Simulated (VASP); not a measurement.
# NbAg3: single point with PBE

Crystal: NbAg3.

```
Nb Ag
1.0
     4.75030    0.00000    0.00000
    -2.37515    4.11388    0.00000
     0.00000    0.00000    5.03041
Nb Ag
1 3
Direct
  0.00000 0.00000 0.50000
  0.00000 0.00000 0.00000
  0.66667 0.33333 0.00000
  0.33333 0.66667 0.00000
```

The cell was generated, and may not be a known phase.

```
Program             : VASP 6.6.1
Task                : single point
Functional          : PBE
Potentials or basis : VASP PAW PBE potentials, release 64 (Nb_sv, Ag)
Cutoff              : 520 eV
k mesh              : 6 × 6 × 4
Occupations         : gaussian, width 0.1 eV
Spin                : no spin polarisation
```

* Pressure: 0.0 GPa
* Band gap on the k mesh: zero (bands 23 and 24 overlap by 1.14 eV)

Stress tensor (GPa, compression positive):
```
 0.08  0.00  0.00
 0.00  0.08  0.00
 0.00  0.00 -0.01
```

Levels at points of the mesh, in eV from the Fermi level:
```csv
k point,band 21,band 22,band 23,band 24,band 25,band 26
"(0.00, 0.00, 0.00)",-0.05,-0.01,-0.01,0.74,0.93,0.93
"(0.50, 0.00, 0.00)",-2.33,-0.06,0.50,0.54,0.87,0.91
"(0.00, 0.00, 0.50)",-2.76,-0.68,-0.11,-0.11,0.15,0.15
"(0.50, 0.00, 0.50)",-2.22,-0.98,-0.71,-0.61,0.54,0.80
```

It took 2.2 min on 1 thread of AMD EPYC 7R13, on a shared host, peak memory 0.21 GiB.
